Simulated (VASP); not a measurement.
# KBr (Fm-3m) in VASP: notebook

Runs on KBr. Level: PBEsol. Tasks: vibrations by perturbation theory.

All numbers are computed with VASP 6.6.1; they aren't measurements. Logs are shortened: lines on timing, memory, paths and dates and some standing lists are left out, and cuts for length are marked.

## Step 1: The cell of the first run

The structure is cubic, space group Fm-3m (No. 225). Conventional cell: a = 6.034 Å, b = 6.034 Å, c = 6.034 Å, α = 90.00°, β = 90.00°, γ = 90.00°. K (site symmetry m-3m) has 6 Br at 3.02 Å within 4.0 Å. Br (site symmetry m-3m) has 6 K at 3.02 Å within 4.0 Å.

## Step 2: Vibrations by perturbation theory, PBEsol

File INCAR:

```
SYSTEM = KBr
PREC     = Accurate       ! precision mode
ENCUT    = 520            ! plane-wave cutoff, eV
EDIFF    = 1E-8           ! SCF threshold, eV
ISMEAR   = 0              ! smearing method
SIGMA    = 0.01           ! smearing width, eV
LREAL    = .FALSE.        ! projectors in reciprocal space
LASPH    = .TRUE.         ! aspherical terms in the spheres
NELM     = 60             ! most SCF steps
ALGO     = Normal         ! electronic algorithm
ISIF     = 2              ! what is computed and relaxed
LWAVE    = .FALSE.        ! write WAVECAR
LCHARG   = .FALSE.        ! write CHGCAR
GGA      = PS             ! functional
IBRION   = 8              ! ionic algorithm
NSW      = 1              ! ionic steps
```

File KPOINTS:

```
Automatic mesh
0
G
  6 6 6
  0 0 0
```

File POSCAR:

```
KBr
1.0
    3.0171591557      3.0171591557      0.0000000000
   -3.0171591557      3.0171591557      0.0000000000
    0.0000000000      3.0171591557      3.0171591557
K Br
1 1
Direct
    0.0000000000      0.0000000000      0.0000000000
    0.5000000000      0.5000000000      0.0000000000
```

Potentials or basis: VASP PAW PBE potentials, release 64 (K_sv, Br).

Command:

```sh
> cat potpaw_PBE.64/K_sv/POTCAR potpaw_PBE.64/Br/POTCAR > POTCAR
> mpirun -np 1 vasp_std > vasp.out
```

OUTCAR:

```text
SYSTEM = KBr
   PREC = Accurate
   ENCUT = 520
   EDIFF = 1E-8
   ISMEAR = 0
   LREAL = .FALSE.
   LASPH = .TRUE.
   NELM = 60
   ISIF = 2
   GGA = PS
   IBRION = 8
   NSW = 1

 ion  position               nearest neighbor table
   1  0.000  0.000  0.000-   2 3.02   2 3.02   2 3.02   2 3.02   2 3.02   2 3.02
   2  0.500  0.500  0.000-   1 3.02   1 3.02   1 3.02   1 3.02   1 3.02   1 3.02

  LATTYP: Found a face centered cubic cell.
 ALAT       =     6.0343183114

  Lattice vectors:

 A1 = (   0.0000000000,   3.0171591557,   3.0171591557)
 A2 = (   3.0171591557,   0.0000000000,   3.0171591557)
 A3 = (   3.0171591557,   3.0171591557,   0.0000000000)

Analysis of symmetry for initial positions (statically):
=====================================================================
 Subroutine PRICEL returns:
 Original cell was already a primitive cell.

 Routine SETGRP: Setting up the symmetry group for a
 face centered cubic supercell.

 Subroutine GETGRP returns: Found 48 space group operations
 (whereof 48 operations were pure point group operations)
 out of a pool of 48 trial point group operations.

The static configuration has the point symmetry O_h .

Analysis of symmetry for dynamics (positions and initial velocities):
=====================================================================
 Subroutine PRICEL returns:
 Original cell was already a primitive cell.

 Routine SETGRP: Setting up the symmetry group for a
 face centered cubic supercell.

 Subroutine GETGRP returns: Found 48 space group operations
 (whereof 48 operations were pure point group operations)
 out of a pool of 48 trial point group operations.

The dynamic configuration has the point symmetry O_h .

 Subroutine INISYM returns: Found 48 space group operations
 (whereof 48 operations are pure point group operations),
 and found     1 'primitive' translations

----------------------------------------------------------------------------------------

                                     Primitive cell

  volume of cell :      54.9319

  direct lattice vectors                    reciprocal lattice vectors
     3.017159156  3.017159156  0.000000000     0.165718802  0.165718802 -0.165718802
    -3.017159156  3.017159156  0.000000000    -0.165718802  0.165718802 -0.165718802
     0.000000000  3.017159156  3.017159156     0.000000000  0.000000000  0.331437604

  length of vectors
     4.266907398  4.266907398  4.266907398     0.287033384  0.287033384  0.331437604

  position of ions in fractional coordinates (direct lattice)
     0.000000000  0.000000000  0.000000000
     0.500000000  0.500000000  0.000000000

  ion indices of the primitive-cell ions
   primitive index   ion index
                 1           1
                 2           2

----------------------------------------------------------------------------------------

 KPOINTS: Automatic mesh

Automatic generation of k-mesh.
 Grid dimensions read from file:
 generate k-points for:    6    6    6

 Generating k-lattice:

  Cartesian coordinates                     Fractional coordinates (reciprocal lattice)
     0.027619800  0.027619800 -0.027619800     0.166666667  0.000000000  0.000000000
    -0.027619800  0.027619800 -0.027619800     0.000000000  0.166666667  0.000000000
     0.000000000  0.000000000  0.055239601     0.000000000  0.000000000  0.166666667

  Length of vectors
     0.047838897  0.047838897  0.055239601

[... 72 lines left out ...]
   IVDW    =     0    specifies the selected vdW correction
   LEPSILON=     F    determine dielectric tensor
   LRPA    =     F    only Hartree local field effects (RPA)
 non-spin polarized calculation
 Gauss-broadening in eV      SIGMA  =   0.01
  energy-cutoff  :      520.00
  volume of cell :       54.93
 maximum number of plane-waves:      1492
   NGX = 15   NGY = 15   NGZ = 15

--------------------------------------- Ionic step        1  -------------------------------------------

 number of electron      16.0000004 magnetization

 Free energy of the ion-electron system (eV)
  ---------------------------------------------------
  ext. energy  EPLUGINS =         0.00000000
  ---------------------------------------------------
  free energy    TOTEN  =        -6.18647977 eV

  energy without entropy =       -6.18647977  energy(sigma->0) =       -6.18647977

 E-fermi :  -0.4607     XC(G=0):  -8.7257

 val. band max:       -0.5197757332   @ k =   0.0000   0.0000   0.0000
 cond. band min:       4.5549719531   @ k =   0.0000   0.0000   0.0000
 fundamental gap:      5.0747476864
 Fermi energy:        -0.4606570662

 k-point     1 :       0.0000    0.0000    0.0000
  band No.  band energies     occupation
      1     -27.6932      2.00000
      2     -13.2633      2.00000
      3     -11.2613      2.00000
      4     -11.2613      2.00000
      5     -11.2613      2.00000
      6      -0.5198      2.00000
      7      -0.5198      2.00000
      8      -0.5198      2.00000
      9       4.5550      0.00000
     10       6.8673      0.00000
     11       6.8673      0.00000
     12       6.8673      0.00000
[... 213 lines left out ...]
      1     -27.6610      2.00000
      2     -13.2075      2.00000
      3     -11.5000      2.00000
      4     -11.4134      2.00000
      5     -11.1448      2.00000
      6      -1.5046      2.00000
      7      -1.3091      2.00000
      8      -1.1568      2.00000
      9       5.7550      0.00000
     10       8.2312      0.00000
     11       8.3596      0.00000
     12       9.6594      0.00000

------------------------ aborting loop because EDIFF is reached ----------------------------------------

  FORCE on cell =-STRESS in cart. coord.  units (eV):
  Direction    XX          YY          ZZ          XY          YZ          ZX
  --------------------------------------------------------------------------------------
  -------------------------------------------------------------------------------------
  Total        2.4585643      2.4585643      2.4585643      0.0000000      0.0000000     -0.0000000
  in kB       71.7079804     71.7079804     71.7079804      0.0000000      0.0000000     -0.0000000
  external PRESSURE =      71.7079804 kB  Pullay stress =       0.0000000 kB

 VOLUME and BASIS-vectors are now :
 -----------------------------------------------------------------------------
  energy-cutoff  :      520.00
  volume of cell :       54.93
      direct lattice vectors                 reciprocal lattice vectors
     3.017159156  3.017159156  0.000000000     0.165718802  0.165718802 -0.165718802
    -3.017159156  3.017159156  0.000000000    -0.165718802  0.165718802 -0.165718802
     0.000000000  3.017159156  3.017159156     0.000000000  0.000000000  0.331437604

 POSITION                                       TOTAL-FORCE (eV/Angst)
 -----------------------------------------------------------------------------------
      0.00000      0.00000      0.00000        -0.000000      0.000000      0.000000
      0.00000      3.01716      0.00000         0.000000     -0.000000      0.000000
 -----------------------------------------------------------------------------------
    total drift:                                0.000000     -0.000000     -0.000000

  FREE ENERGIE OF THE ION-ELECTRON SYSTEM (eV)
  ---------------------------------------------------
  free  energy   TOTEN  =        -6.1864797715 eV

  energy  without entropy=       -6.1864797715  energy(sigma->0) =       -6.18647977

[... ionic steps 2 to 3 ...]

--------------------------------------- Ionic step        4  -------------------------------------------

------------------------ aborting loop because EDIFF is reached ----------------------------------------

[... ionic steps 5 to 6 ...]

--------------------------------------- Ionic step        7  -------------------------------------------

 Free energy of the ion-electron system (eV)
  ---------------------------------------------------
  ---------------------------------------------------
  free energy    TOTEN  =        -0.14320067 eV

  energy without entropy =       -0.14320067

------------------------ aborting loop because EDIFF is reached ----------------------------------------

 INTERNAL STRAIN TENSOR  FOR ION    2  DIRECTION 1   (eV/Angst):
 -----------------------------------------------------------------------------
    -0.00537 -0.00000 -0.00000
     0.00000  0.00255  0.00000
    -0.00000  0.00000  0.00255

 INTERNAL STRAIN TENSOR FOR ION    2 for displacements in x,y,z  (eV/Angst):
          X           Y           Z          XY          YZ          ZX
  --------------------------------------------------------------------------------
  x     0.00000     0.00000     0.00000     0.00000     0.00000     0.00000
  y     0.00000     0.00000     0.00000     0.00000     0.00000     0.00000
  z     0.00000     0.00000     0.00000     0.00000     0.00000     0.00000

 SECOND DERIVATIVES (NOT SYMMETRIZED)
 ------------------------------------
               1X          1Y          1Z          2X          2Y          2Z
  1X    -3.374335   -0.000000    0.000000    3.374335    0.000000   -0.000000
  1Y     0.000000   -3.374335   -0.000000   -0.000000    3.374335    0.000000
  1Z    -0.000000   -0.000000   -3.374335    0.000000    0.000000    3.374335
  2X     3.376415    0.000000    0.000000   -3.376415    0.000000    0.000000
  2Y     0.000000    3.376415    0.000000    0.000000   -3.376415    0.000000
  2Z     0.000000    0.000000    3.376415    0.000000    0.000000   -3.376415

 Eigenvectors and eigenvalues of the dynamical matrix
 ----------------------------------------------------

   1 f  =    5.605371 THz    35.219586 2PiTHz  186.975056 cm-1    23.181942 meV
             X         Y         Z           dx          dy          dz
      0.000000  0.000000  0.000000     0.819338    0.000000    0.000000
      0.000000  3.017159  0.000000    -0.573311    0.000000    0.000000
[... 21 lines left out ...]
   6 f/i=    0.000811 THz     0.005098 2PiTHz    0.027064 cm-1     0.003355 meV
             X         Y         Z           dx          dy          dz
      0.000000  0.000000  0.000000     0.254055    0.221615    0.463711
      0.000000  3.017159  0.000000     0.363079    0.316717    0.662706

--------------------------------------------------------------------------------------------------------

 ELASTIC MODULI CONTR FROM IONIC RELAXATION (kBar)
 Direction    XX          YY          ZZ          XY          YZ          ZX
 --------------------------------------------------------------------------------
 XX           0.0000      0.0000      0.0000      0.0000      0.0000      0.0000
 YY           0.0000      0.0000      0.0000      0.0000      0.0000      0.0000
 ZZ           0.0000      0.0000      0.0000      0.0000      0.0000      0.0000
 XY           0.0000      0.0000      0.0000      0.0000      0.0000      0.0000
 YZ           0.0000      0.0000      0.0000      0.0000      0.0000      0.0000
 ZX           0.0000      0.0000      0.0000      0.0000      0.0000      0.0000
 --------------------------------------------------------------------------------
```

It took 2.4 min on 1 thread of Intel Xeon Platinum 8259CL at 2.50GHz (Skylake/Cascade Lake), shared host; peak memory 0.24 GiB.

Results:

| Item | Value |
| --- | --- |
| Highest phonon frequency at Γ, LO-TO splitting left out | 187 cm⁻¹ |

Phonon frequencies in cm⁻¹ (negative: imaginary):
```csv
q point,frequencies
"(0.000, 0.000, 0.000)",0 0 0 187 187 187
```

Caveat: the cell wasn't relaxed at this level first, which shifts response properties; the PAW data sets were made with another functional, which shifts forces and pressure a little.

(Part 1 of 3 ends here.)
